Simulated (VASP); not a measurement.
# Tl (I4_1/amd) in VASP: notebook

The runs below take Tl through relaxation of cell and atoms, single point, with PBEsol.

Everything below comes from runs of VASP 6.6.1. Logs are shortened: lines on timing, memory, paths and dates and some standing lists are left out, and cuts for length are marked.

### 1 The cell of the first run

It takes space group I4_1/amd (No. 141, tetragonal). The conventional cell has a = 5.057 Å, b = 5.057 Å, c = 2.781 Å, α = 90.00°, β = 90.00°, γ = 90.00°. Within 3.5 Å of Tl (site symmetry -4m2) lie 10 Tl at 2.62 to 3.28 Å.

### 2 Relaxation of cell and atoms, PBEsol, target pressure 67 GPa, at which the enthalpy is minimised

Input file INCAR:

```
PREC = Accurate
ENCUT = 600
EDIFF = 1E-7
ISMEAR = -1
SIGMA = 0.08
LREAL = False
LASPH = True
NELM = 100
ALGO = Normal
ISIF = 3
LWAVE = False
LCHARG = False
GGA = PS
IBRION = 2
NSW = 60
EDIFFG = -0.005
PSTRESS = 670.0
```

Input file KPOINTS:

```
Automatic mesh
0
Gamma
  16 16 16
```

Input file POSCAR:

```
Tl
1.0
   -2.5285269964      2.5285269964      1.3906898480
    2.5285269964     -2.5285269964      1.3906898480
    2.5285269964      2.5285269964     -1.3906898480
Tl
2
Direct
   -0.3750000000     -0.1250000000     -0.2500000000
    0.3750000000      0.1250000000      0.2500000000
```

Potentials or basis: VASP PAW PBE potentials, release 64 (Tl_d).

The run is started by

```sh
$ cat potpaw_PBE.64/Tl_d/POTCAR > POTCAR
$ mpirun -np 1 vasp_std > vasp.out
```

OUTCAR:

```text
PREC = Accurate
   ENCUT = 600
   EDIFF = 1E-7
   ISMEAR = -1
   LREAL = False
   LASPH = True
   NELM = 100
   ISIF = 3
   GGA = PS
   IBRION = 2
   NSW = 60
   EDIFFG = -0.005
   PSTRESS = 670.0

 ion  position               nearest neighbor table
   1  0.625  0.875  0.750-   2 2.62   2 2.62   2 2.62   2 2.62   2 3.28   2 3.28   2 3.28   2 3.28

   2  0.375  0.125  0.250-   1 2.62   1 2.62   1 2.62   1 2.62   1 3.28   1 3.28   1 3.28   1 3.28

  LATTYP: Found a body centered tetragonal cell.
 ALAT       =     5.0570539928
 C/A-ratio  =     0.5500000000

  Lattice vectors:

 A1 = (  -2.5285269964,   2.5285269964,   1.3906898480)
 A2 = (   2.5285269964,  -2.5285269964,   1.3906898480)
 A3 = (   2.5285269964,   2.5285269964,  -1.3906898480)

Analysis of symmetry for initial positions (statically):
=====================================================================
 Subroutine PRICEL returns:
 Original cell was already a primitive cell.

 Routine SETGRP: Setting up the symmetry group for a
 body centered tetragonal supercell.

 Subroutine GETGRP returns: Found 16 space group operations
 (whereof  4 operations were pure point group operations)
 out of a pool of 16 trial point group operations.

The static configuration has the point symmetry C_2h.
 The point group associated with its full space group is D_4h.

Analysis of symmetry for dynamics (positions and initial velocities):
=====================================================================
 Subroutine PRICEL returns:
 Original cell was already a primitive cell.

 Routine SETGRP: Setting up the symmetry group for a
 body centered tetragonal supercell.

 Subroutine GETGRP returns: Found 16 space group operations
 (whereof  4 operations were pure point group operations)
 out of a pool of 16 trial point group operations.

The dynamic configuration has the point symmetry C_2h.
 The point group associated with its full space group is D_4h.

 Subroutine INISYM returns: Found 16 space group operations
 (whereof  4 operations are pure point group operations),
 and found     1 'primitive' translations

----------------------------------------------------------------------------------------

                                     Primitive cell

  volume of cell :      35.5652

  direct lattice vectors                    reciprocal lattice vectors
    -2.528526996  2.528526996  1.390689848     0.000000000  0.197743588  0.359533796
     2.528526996 -2.528526996  1.390689848     0.197743588  0.000000000  0.359533796
     2.528526996  2.528526996 -1.390689848     0.197743588  0.197743588  0.000000000

  length of vectors
     3.836784565  3.836784565  3.836784565     0.410325574  0.410325574  0.279651664

  position of ions in fractional coordinates (direct lattice)
     0.625000000  0.875000000  0.750000000
     0.375000000  0.125000000  0.250000000

  ion indices of the primitive-cell ions
   primitive index   ion index
                 1           1
                 2           2

----------------------------------------------------------------------------------------

 KPOINTS: Automatic mesh

Automatic generation of k-mesh.
 Grid dimensions read from file:
 generate k-points for:   16   16   16

 Generating k-lattice:

  Cartesian coordinates                     Fractional coordinates (reciprocal lattice)
     0.000000000  0.012358974  0.022470862     0.062500000 -0.000000000  0.000000000
     0.012358974  0.000000000  0.022470862    -0.000000000  0.062500000  0.000000000
     0.012358974  0.012358974  0.000000000     0.000000000  0.000000000  0.062500000

  Length of vectors
     0.025645348  0.025645348  0.017478229

  Shift w.r.t. Gamma in fractional coordinates (k-lattice)
     0.000000000  0.000000000  0.000000000

 Subroutine IBZKPT returns following result:
 ===========================================

 Found    349 irreducible k-points:

 Following reciprocal coordinates:
            Coordinates               Weight
  0.000000  0.000000  0.000000      1.000000
  0.062500  0.000000  0.000000      8.000000
  0.125000  0.000000  0.000000      8.000000
  0.187500  0.000000 -0.000000      8.000000
  0.250000  0.000000  0.000000      8.000000
  0.312500 -0.000000  0.000000      8.000000
[... 16 lines left out ...]
 -0.125000  0.062500 -0.000000     16.000000
 -0.062500  0.062500  0.000000      4.000000
 [... further k-points ...]
   k-points           NKPTS =    349   k-points in BZ     NKDIM =    349   number of bands    NBANDS=     17
   number of dos      NEDOS =    301   number of ions     NIONS =      2
   total plane-waves  NPLWV =  32768
   dimension x,y,z NGX =    32 NGY =   32 NGZ =   32
   dimension x,y,z NGXF=    64 NGYF=   64 NGZF=   64
   ions per type =               2
   NGX,Y,Z   is equivalent  to a cutoff of  13.87, 13.87, 13.87 a.u.
   NGXF,Y,Z  is equivalent  to a cutoff of  27.73, 27.73, 27.73 a.u.
 SYSTEM =  unknown system
   PREC   = accura    normal or accurate (medium, high low for compatibility)
   ISTART =      0    job   : 0-new  1-cont  2-samecut
   ICHARG =      2    charge: 1-file 2-atom 10-const
   ISPIN  =      1    spin polarized calculation?
   LNONCOLLINEAR =      F non collinear calculations
   LSORBIT =      F    spin-orbit coupling
   LASPH  =      T    aspherical Exc in radial PAW
   ENCUT  =  600.0 eV  44.10 Ry    6.64 a.u.   7.66  7.66  7.66*2*pi/ulx,y,z
   NELM   =    100;   NELMIN=  2; NELMDL= -5     # of ELM steps
   EDIFF  = 0.1E-06   stopping-criterion for ELM
   LREAL  =      F    real-space projection
   EDIFFG = -.5E-02   stopping-criterion for IOM
   NSW    =     60    number of steps for IOM
   IBRION =      2    ionic relax: 0-MD 1-quasi-New 2-CG
   NFREE  =      1    steps in history (QN), initial steepest desc. (CG)
   ISIF   =      3    stress and relaxation
   ISYM   =      2    0-nonsym 1-usesym 2-fastsym
   POTIM  = 0.5000    time-step for ionic-motion
   TEBEG  =    0.0;   TEEND  =   0.0 temperature during run
   PSTRESS=  670.0 pullay stress
   NELECT =      26.0000    total number of electrons
   NUPDOWN=      -1.0000    fix difference up-down
   EMIN   =  10.00;   EMAX   =-10.00  energy-range for DOS
   EFERMI =   0.00;   METHOD = LEGACY
   ISMEAR =    -1;   SIGMA  =   0.08  broadening in eV -4-tet -1-fermi 0-gaus
   EFERMI_NEDOS =   21; number of points for ismear=-14 and -15
   IALGO  =     38    algorithm
   IMIX   =      4    mixing-type and parameters
     AMIX     =   0.40;   BMIX     =  1.00
     AMIX_MAG =   1.60;   BMIX_MAG =  1.00
  volume/ion in A,a.u.               =      17.78       120.00
  Fermi-wavevector in a.u.,A,eV,Ry     =   1.474769  2.786910 29.591921  2.174945
  Thomas-Fermi vector in A             =   2.589500
   LORBIT       =      0    0 simple, 1 ext, 2 COOP (PROOUT), +10 PAW based schemes
   GGA     = PS    functional components
   LHFCALC =     F    Hartree Fock is set to
   AEXX    =    0.0000 exact exchange contribution
   IVDW    =     0    specifies the selected vdW correction
   LEPSILON=     F    determine dielectric tensor
   LRPA    =     F    only Hartree local field effects (RPA)
 conjugate gradient relaxation of ions
 non-spin polarized calculation
  energy-cutoff  :      600.00
  volume of cell :       35.57
 maximum number of plane-waves:      1205
   NGX = 15   NGY = 15   NGZ = 15

--------------------------------------- Ionic step        1  -------------------------------------------

 number of electron      26.0000000 magnetization

 Free energy of the ion-electron system (eV)
  ---------------------------------------------------
  ext. energy  EPLUGINS =         0.00000000
  ---------------------------------------------------
  free energy    TOTEN  =        -1.86760298 eV

  energy without entropy =       -1.85268143  energy(sigma->0) =       -1.86014221

------------------------ aborting loop because EDIFF is reached ----------------------------------------

  FORCE on cell =-STRESS in cart. coord.  units (eV):
  Direction    XX          YY          ZZ          XY          YZ          ZX
  --------------------------------------------------------------------------------------
  -------------------------------------------------------------------------------------
  Total       16.8965150     16.8965150     14.5672709      0.0000000     -0.0000000     -0.0000000
  in kB      761.1710378    761.1710378    656.2409308      0.0000000     -0.0000000     -0.0000000
  external PRESSURE =      56.1943354 kB  Pullay stress =     670.0000000 kB
[... 289 lines left out ...]
  enthalpy is  TOTEN    =        12.9739898147 eV   P V=       15.1194238095

--------------------------------------- Ionic step        9  -------------------------------------------

 number of electron      26.0000005 magnetization

 Free energy of the ion-electron system (eV)
  ---------------------------------------------------
  ext. energy  EPLUGINS =         0.00000000
  ---------------------------------------------------
  free energy    TOTEN  =        -2.14008532 eV

  energy without entropy =       -2.12465554  energy(sigma->0) =       -2.13237043

 E-fermi :  12.8584     XC(G=0): -12.8188

 val. band max:       12.8319748958   @ k =   0.3750   0.1875   0.0625
 cond. band min:      12.8621587412   @ k =  -0.2500  -0.4375   0.2500
 fundamental gap:      0.0301838453
 Fermi energy:        12.8584060820

 k-point     1 :       0.0000    0.0000    0.0000
  band No.  band energies     occupation
      1      -1.7457      2.00000
      2      -1.6709      2.00000
      3      -1.5210      2.00000
      4      -1.2551      2.00000
      5      -1.1440      2.00000
      6       0.6444      2.00000
[... 9 lines left out ...]
     16      22.8626      0.00000
     17      22.8626      0.00000
[... 443 lines left out ...]
      1      -1.7259      2.00000
      2      -1.6197      2.00000
      3      -1.4944      2.00000
      4      -1.2618      2.00000
      5      -1.1481      2.00000
      6       0.6334      2.00000
[... 9 lines left out ...]
     16      22.5973      0.00000
     17      22.6828      0.00000

 [... further k-points ...]

------------------------ aborting loop because EDIFF is reached ----------------------------------------

  FORCE on cell =-STRESS in cart. coord.  units (eV):
  Direction    XX          YY          ZZ          XY          YZ          ZX
  --------------------------------------------------------------------------------------
  -------------------------------------------------------------------------------------
  Total       15.1135522     15.1135522     15.1169579     -0.0000000     -0.0000000      0.0000000
  in kB      669.9770305    669.9770305    670.1280025     -0.0000000     -0.0000000      0.0000000
  external PRESSURE =       0.0273545 kB  Pullay stress =     670.0000000 kB
[... 17 lines left out ...]
  FREE ENERGIE OF THE ION-ELECTRON SYSTEM (eV)
  ---------------------------------------------------
  free  energy   TOTEN  =        -2.1400853239 eV

  energy  without entropy=       -2.1246555361  energy(sigma->0) =       -2.13237043

  enthalpy is  TOTEN    =        12.9739850693 eV   P V=       15.1140703932

 reached required accuracy - stopping structural energy minimisation
```

It took 25 min on 1 thread of Intel Xeon 8259CL, shared host; peak memory 0.36 GiB.

What came out:

```yaml
Free_energy: -2.1401 eV
Relaxed_volume: 18.07 Å³/atom
Relaxed_cell: a = 3.879 Å, b = 3.879 Å, c = 3.879 Å, α = 97.19°, β = 97.19°, γ = 138.56°
Space_group_after_relaxing_to_0.1_Å: I4_1/amd (No. 141)
Energy_change_on_relaxing_the_run_minimises_the_enthalpy: -136.2 meV/atom
Ionic_steps: 9
Pressure_after_relaxing: 67.0 GPa
Band_gap_on_the_k_mesh: zero (bands 13 and 14 overlap by 10.31 eV)
```

Step by step:
```
step  energy change (eV)  largest force (eV/Å)  pressure (GPa)  volume (Å³)
   1              0.0000                0.0000           72.62        35.57
   2             -1.2049                0.0000           47.27        38.83
   3             -0.3778                0.0000           64.72        36.41
   4             -0.3644                0.0000           65.01        36.38
   5             -0.1316                0.0000           69.93        35.83
   6             -0.2718                0.0000           66.99        36.14
   7             -0.2699                0.0000           67.04        36.14
   8             -0.2778                0.0000           66.88        36.16
   9             -0.2725                0.0000           67.00        36.14
```

Final structure:
```
Tl
1.0
    -2.56565    2.56565    1.37266
     2.56565   -2.56565    1.37266
     2.56565    2.56565   -1.37266
Tl
2
Direct
  0.62500 0.87500 0.75000
  0.37500 0.12500 0.25000
```

Caveat: the cell is relaxed towards a set pressure, so the run minimises the enthalpy, not the energy; the PAW data sets were made with another functional, which shifts forces and pressure a little; spin-orbit coupling is left out, which moves the levels of the heavy elements.

### 3 Single point, PBEsol

This run uses another cell than the first one, of 18.06 Å³/atom.

Input file INCAR:

```
PREC = Accurate
ENCUT = 520
EDIFF = 1E-6
ISMEAR = -1
SIGMA = 0.08
LREAL = False
LASPH = True
NELM = 80
ALGO = Normal
ISIF = 2
LWAVE = False
LCHARG = False
GGA = PS
NBANDS = 20
```

Input file KPOINTS:

```
regular mesh
0
Gamma
  16 16 16
```

Input file POSCAR:

```
Tl
1.0
   -2.5652922452      2.5652922452      1.3723967455
    2.5652922452     -2.5652922452      1.3723967455
    2.5652922452      2.5652922452     -1.3723967455
Tl
2
Direct
   -0.3750000000     -0.1250000000     -0.2500000000
    0.3750000000      0.1250000000      0.2500000000
```

Potentials or basis: VASP PAW PBE potentials, release 64 (Tl_d).

The run is started by

```sh
$ cat potpaw_PBE.64/Tl_d/POTCAR > POTCAR
$ mpirun -np 1 vasp_std > vasp.out
```

Run time: 7.5 min. Hardware: 1 thread of Intel Xeon 8259CL, shared host; peak memory 0.33 GiB.

Results (log left out):

```
Free energy            : -2.1327 eV
Pressure               : 67.0 GPa
Band gap on the k mesh : zero (bands 13 and 14 overlap by 10.31 eV)
```

Levels at points of the mesh, in eV from the Fermi level:
```
           k point  band 10  band 11  band 12  band 13  band 14  band 15  band 16  band 17
(0.00, 0.00, 0.00)   -11.48   -10.80    -1.35    -1.35    -0.06     6.26    10.00    10.00
(0.50, 0.00, 0.00)   -11.22    -5.71    -5.45    -0.53     0.68     0.84     5.85     6.13
(0.50, 0.50, 0.00)   -11.77   -10.36   -10.36     3.90     3.90     4.86     4.86     9.90
(0.50, 0.50, 0.50)   -12.09    -6.09    -6.09    -6.07    -6.07    10.03    10.03    14.15
```

Caveat: the cell stands under pressure; the PAW data sets were made with another functional, which shifts forces and pressure a little; spin-orbit coupling is left out, which moves the levels of the heavy elements.

The gap in the log of VASP goes by the Fermi energy; the results here count the filled bands.